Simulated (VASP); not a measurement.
Input of a VASP 6.6.1 run:

The input INCAR:

```
  ALGO = Normal
  EDIFF = 1E-7
  ENCUT = 520
  GGA = PS
  ISIF = 2
  ISMEAR = 1
  LASPH = T
  LCHARG = F
  LREAL = F
  LWAVE = F
  NBANDS = 14
  NELM = 60
  PREC = Accurate
  SIGMA = 0.05
```

KPOINTS

```
k-points
0
Gamma
  6 6 6
```

POSCAR

```
NaF
1.0
    0.0000000000      2.2971680881      2.2971680881
    2.2971680881      0.0000000000      2.2971680881
    2.2971680881      2.2971680881      0.0000000000
Na F
1 1
Direct
    0.0000000000      0.0000000000      0.0000000000
    0.5000000000      0.5000000000      0.5000000000
```

Potentials or basis: VASP PAW PBE potentials, release 64 (Na_pv, F).

The run is started by

```console
$ cat potpaw_PBE.64/Na_pv/POTCAR potpaw_PBE.64/F/POTCAR > POTCAR
$ mpirun -np 1 vasp_std > vasp.out
```

Q: What does it give for the band gap on the k mesh?

A: 6.30 eV, direct.

Q: Estimate the pressure.

A: 1.2 GPa.

Caveat: the PAW data sets were made with another functional, which shifts forces and pressure a little. As with any semilocal functional, this PBEsol gap is likely too small.
